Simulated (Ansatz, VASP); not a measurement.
NbTe: VASP beside Ansatz

File INCAR:

```
PREC = Accurate
ENCUT = 520
EDIFF = 1E-6
ISMEAR = -4
SIGMA = 0.1
LREAL = F
LASPH = T
NELM = 100
ALGO = Normal
ISIF = 2
LWAVE = F
LCHARG = F
GGA = PE
NBANDS = 16
```

KPOINTS

```
regular mesh
0
Gamma
  6 6 4
```

POSCAR

```
NbTe
1.0
    3.7029743866      0.0000000000      0.0000000000
   -1.8514871933      3.2068698884      0.0000000000
    0.0000000000      0.0000000000      3.6942110000
Nb Te
1 1
Direct
    0.0000000000      0.0000000000      0.5000000000
    0.6666666667      0.3333333333      0.0000000000
```

Input for Ansatz:

```yaml
crystal:
  lattice:
    - [3.7029743866, 0.0, 0.0]
    - [-1.8514871933, 3.2068698884, 0.0]
    - [0.0, 0.0, 3.694211]
  atoms:
    - { symbol: Nb, position: [0.0, 0.0, 0.5] }
    - { symbol: Te, position: [0.6666666667, 0.3333333333, 0.0] }
basis:
  ecutwfc: 420
kpoints:
  mp_grid: { grid: [6, 6, 4] }
hamiltonian:
  xc: pbe
scf:
  occupations: { method: tetrahedron_uncorrected }
  eigensolver: { kind: davidson, full_accuracy: true }
  max_iter: 57
output:
  forces: true
  stress: true
  eigenvalues: true
```

Alike in both runs: task single point; functional PBE; k mesh 6 × 6 × 4; no spin polarisation.

|  | VASP | Ansatz |
| --- | --- | --- |
| version | VASP 6.6.1 | Ansatz 0.2.0 |
| potentials or method | VASP PAW PBE potentials, release 64 (Nb_sv, Te), cutoff 520 eV | scalar-relativistic, plane waves, PAW |
| occupations | tetrahedron | tetrahedron-uncorrected |
| valence electrons in the cell | 19 | 29 |

VASP gave:

* gap on the k mesh at the Fermi level (eV): none
* pressure (GPa): -0.2
* traceless stress, the component that is largest in VASP (GPa): 0.76

Task: What did Ansatz give for the same quantities?

Result: gap on the k mesh at the Fermi level (eV): none; pressure (GPa): 0.0; traceless stress, the component that is largest in VASP (GPa): 0.70.

A gap of «none» marks a metal or a gap that the smearing closes. VASP's potentials hold 19 valence electrons a cell and Ansatz's 29, so a difference there can come from the potentials and not from the codes. Ansatz's warnings: band table not solved further.

The k mesh is coarse, so the values compare programs but aren't converged. Spin-orbit coupling is off throughout.
